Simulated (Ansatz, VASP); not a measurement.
**Two plane-wave programs on La5Lu2F**

```xyz
8
Lattice="3.7429 0.0000 0.0000 -1.8714 3.2414 0.0000 0.0000 0.0000 20.6286" Properties=species:S:1:pos:R:3 pbc="T T T"
La    0.0000    0.0000    4.6668
La    1.8714    1.0805   19.0518
La    0.0000    2.1610    1.5768
La    0.0000    0.0000   15.9618
La    0.0000    0.0000   10.3143
Lu    1.8714    1.0805    7.4776
Lu    0.0000    2.1610   13.1511
F     0.0000    0.0000    0.0000
```

Alike in both runs: functional PBE; k mesh 5 × 5 × 1; occupations gaussian, width 0.2 eV; no spin polarisation.

Ansatz relaxed the structure, and its values are those at the end. VASP's run is a single point on that final structure, the one shown.

|  | VASP | Ansatz |
| --- | --- | --- |
| version | VASP 6.6.1 | Ansatz 0.2.0 |
| potentials or method | VASP PAW PBE potentials, release 64 (La, Lu, F), cutoff 520 eV | scalar-relativistic, plane waves, PAW |
| valence electrons in the cell | 112 | 112 |

Ansatz gave:

| Item | Value |
| --- | --- |
| gap on the k mesh at the Fermi level (eV) | none |
| pressure (GPa) | 0.1 |
| rms of the force components (eV/Å) | 0.003 |

Question: What did VASP give for the same quantities?

Answer: gap on the k mesh at the Fermi level (eV): none; pressure (GPa): 0.1; rms of the force components (eV/Å): 0.002.

A gap of «none» marks a metal or a gap that the smearing closes.

The k mesh is coarse, so the values compare programs but aren't converged. Neither program's run includes spin-orbit coupling.
